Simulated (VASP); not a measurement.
A run of VASP 6.6.1 is set up as follows.

The input INCAR:

```
  PREC = Accurate
  ENCUT = 500
  EDIFF = 1E-6
  ISMEAR = 0
  SIGMA = 0.1
  LREAL = False
  LASPH = True
  NELM = 200
  ALGO = Normal
  ISIF = 2
  LWAVE = False
  LCHARG = False
  ISPIN = 2
  MAGMOM = 0 1 1 1 1
  LORBIT = 11
  LMAXMIX = 4
  GGA = PE
  NBANDS = 48
  GGA_COMPAT = False
```

File KPOINTS:

```
regular mesh
0
Gamma
  4 4 4
```

The input POSCAR:

```
AgRh4
1.0
   -2.8673500267      2.8673500267      2.8673500267
    2.8673500267     -2.8673500267      2.8673500267
    2.8673500267      2.8673500267     -2.8673500267
Ag Rh
1 4
Direct
    0.0000000000      0.0000000000      0.0000000000
    0.0000000000      0.0000000000      0.5000000000
    0.0000000000      0.5000000000      0.0000000000
    0.5000000000      0.0000000000      0.0000000000
    0.5000000000      0.5000000000      0.5000000000
```

Potentials or basis: VASP PAW PBE potentials, release 64 (Ag, Rh_pv).

The run is started by

```sh
$ cat potpaw_PBE.64/Ag/POTCAR potpaw_PBE.64/Rh_pv/POTCAR > POTCAR
$ mpirun -np 1 vasp_std > vasp.out
```

Task: Estimate the net moment.

Result: 0.00 μB per cell.

Task: Predict the pressure.

Result: 0.0 GPa.

Caveat: the k points lie up to 0.39 Å⁻¹ apart.
